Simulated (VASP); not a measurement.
Input of a VASP 6.6.1 run:

File POSCAR:

```
Sb
1.0
    3.1172920620      0.0000000000      0.0000000000
    0.0000000000      3.1172920620      0.0000000000
    0.0000000000      0.0000000000      3.1172920620
Sb
1
Direct
    0.0000000000      0.0000000000      0.0000000000
```

Contents of INCAR.step1:

```
SYSTEM = Sb
ALGO     = Normal         ! electronic algorithm
EDIFF    = 1E-5           ! SCF threshold, eV
ENCUT    = 520            ! plane-wave cutoff, eV
GGA      = PE             ! functional
ISIF     = 2              ! what is computed and relaxed
ISMEAR   = -1             ! smearing method
LASPH    = .True.         ! aspherical terms in the spheres
LCHARG   = .False.        ! write CHGCAR
LREAL    = .False.        ! projectors in reciprocal space
LWAVE    = .True.         ! write WAVECAR
NBANDS   = 8              ! bands
NELM     = 100            ! most SCF steps
PREC     = Accurate       ! precision mode
SIGMA    = 0.05           ! smearing width, eV
```

INCAR.step2

```
SYSTEM = Sb
AEXX     = 0.25           ! exact-exchange fraction
ALGO     = Normal         ! electronic algorithm
EDIFF    = 1E-6           ! SCF threshold, eV
ENCUT    = 520            ! plane-wave cutoff, eV
GGA      = PE             ! functional
ISIF     = 2              ! what is computed and relaxed
ISMEAR   = -1             ! smearing method
ISTART   = 1            
LASPH    = .True.         ! aspherical terms in the spheres
LCHARG   = .False.        ! write CHGCAR
LHFCALC  = .True.         ! exact exchange
LREAL    = .False.        ! projectors in reciprocal space
LWAVE    = .False.        ! write WAVECAR
NBANDS   = 8              ! bands
NELM     = 100            ! most SCF steps
PREC     = Accurate       ! precision mode
PRECFOCK = Normal       
SIGMA    = 0.05           ! smearing width, eV
```

The input KPOINTS:

```
k-points
0
Gamma
  4 4 4
  0 0 0
```

Potentials or basis: VASP PAW PBE potentials, release 64 (Sb).

Launch:

```console
$ cat potpaw_PBE.64/Sb/POTCAR > POTCAR
$ cp INCAR.step1 INCAR
$ mpirun -np 1 vasp_std > vasp.out
$ cp INCAR.step2 INCAR
$ mpirun -np 1 vasp_std > vasp.out
```

(1) What does it give for the pressure?

Answers

(1) -5.0 GPa.

Caveat: the k points lie up to 0.50 Å⁻¹ apart; the PAW data sets were made with another functional, which shifts forces and pressure a little.
